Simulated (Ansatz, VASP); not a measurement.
Pd in VASP and in Ansatz

```
Pd
1.0
     2.78768    0.00000    0.00000
     0.00000    2.78768    0.00000
     0.00000    0.00000   18.94238
Pd
3
Direct
  0.50000 0.50000 0.39594
  0.00000 0.00000 0.50000
  0.50000 0.50000 0.60406
```

Alike in both runs: task single point; functional PBE; k mesh 12 × 12 × 1; occupations gaussian, width 0.1 eV; no spin polarisation.

```csv
,VASP,Ansatz
version,VASP 6.6.1,Ansatz 0.2.0
potentials or method,"VASP PAW PBE potentials, release 64 (Pd), cutoff 520 eV","scalar-relativistic, plane waves, PAW"
valence electrons in the cell,30,54
```

Ansatz gave:

| Item | Value |
| --- | --- |
| gap on the k mesh at the Fermi level (eV) | none |
| rms of the force components (eV/Å) | 0.075 |

Problem. What did VASP give for the same quantities?

Solution. gap on the k mesh at the Fermi level (eV): none; rms of the force components (eV/Å): 0.080.

Atom by atom the forces differ by 0.006 eV/Å (rms over components). A gap of «none» marks a metal or a gap that the smearing closes. With one functional, cell and mesh, what is left measures potentials, basis and numerics. VASP's potentials hold 30 valence electrons a cell and Ansatz's 54, so a difference there can come from the potentials and not from the codes. Ansatz's warnings: xc potential rough in thin density.
